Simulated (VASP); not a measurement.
Ag: single point with r2SCAN

Ag:

```
CELL_PARAMETERS angstrom
0.00000 2.05209 2.05209
2.05209 0.00000 2.05209
2.05209 2.05209 0.00000
ATOMIC_POSITIONS crystal
Ag 0.00000 0.00000 0.00000
```

```json
{
  "Program": "VASP 6.6.1",
  "Task": "single point",
  "Functional": "r2SCAN",
  "Potentials or basis": "VASP PAW PBE potentials, release 64 (Ag)",
  "Cutoff": "520 eV",
  "k mesh": "18 × 18 × 18",
  "Occupations": "gaussian, width 0.1 eV",
  "Spin": "no spin polarisation",
  "Dipole correction": "no",
  "Further INCAR settings": "ALGO = Normal; EDIFF = 1e-06; NBANDS = 12"
}
```

* Pressure: 0.1 GPa

Levels at points of the mesh, in eV from the Fermi level:
```
           k point  band 4  band 5  band 6  band 7  band 8  band 9
(0.00, 0.00, 0.00)   -5.06   -4.04   -4.04   16.65   20.30   20.30
(0.50, 0.00, 0.00)   -3.24   -3.24   -0.26    3.66   15.89   18.50
(0.50, 0.50, 0.00)   -3.03   -3.03    1.77    6.90   11.10   11.10
```

Wall time 39 s on 1 thread of Intel(R) Xeon(R) 6975P-C (Granite Rapids) (shared host), peak memory 0.17 GiB.

Caveat: the PAW data sets were made with another functional, which shifts forces and pressure a little.
